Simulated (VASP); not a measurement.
Set up this calculation in VASP 6.6.1, as the native input.

```
Task                   : single point
Functional             : PBE
Potentials or basis    : VASP PAW PBE potentials, release 64 (Hf_pv, Se, S)
Cutoff                 : 520 eV
k mesh                 : 4 × 4 × 4
Occupations            : gaussian, width 0.1 eV
Spin                   : no spin polarisation
Dipole correction      : no
Further INCAR settings : ALGO = Normal; EDIFF = 1e-06; NBANDS = 29
```

The structure of HfSeS4 lies in POSCAR:

```
HfSeS4
1.0
    0.0000000000      4.0606563200      4.0606563200
    4.0606563200      0.0000000000      4.0606563200
    4.0606563200      4.0606563200      0.0000000000
Hf Se S
1 1 4
Direct
    0.7500000000      0.7500000000      0.7500000000
    0.0000000000      0.0000000000      0.0000000000
    0.8765038300      0.3744987200      0.3744987200
    0.3744987200      0.3744987200      0.3744987200
    0.3744987200      0.8765038300      0.3744987200
    0.3744987200      0.3744987200      0.8765038300
```

The input as run:

INCAR

```
PREC = Accurate
ENCUT = 520
EDIFF = 1E-6
ISMEAR = 0
SIGMA = 0.1
LREAL = False
LASPH = True
NELM = 80
ALGO = Normal
ISIF = 2
LWAVE = False
LCHARG = False
GGA = PE
NBANDS = 29
```

KPOINTS

```
Automatic mesh
0
Gamma
  4 4 4
```

Potentials or basis: VASP PAW PBE potentials, release 64 (Hf_pv, Se, S).

The run is started by

```bash
$ cat potpaw_PBE.64/Hf_pv/POTCAR potpaw_PBE.64/Se/POTCAR potpaw_PBE.64/S/POTCAR > POTCAR
$ mpirun -np 1 vasp_std > vasp.out
```

It gave:

| Quantity | Value |
| --- | --- |
| Pressure | -13.8 GPa |
| Largest force | 0.243 eV/Å |
| Band gap on the k mesh | zero (band 20 reaches 4.99 eV, above the bottom of band 21 at 3.70 eV) |

Caveat: spin-orbit coupling is left out, which moves the levels of the heavy elements.

It took 37 s on 1 thread of AMD EPYC 9R45 96-Core Processor (Zen 5), with other jobs on the host, peak memory 0.29 GiB.
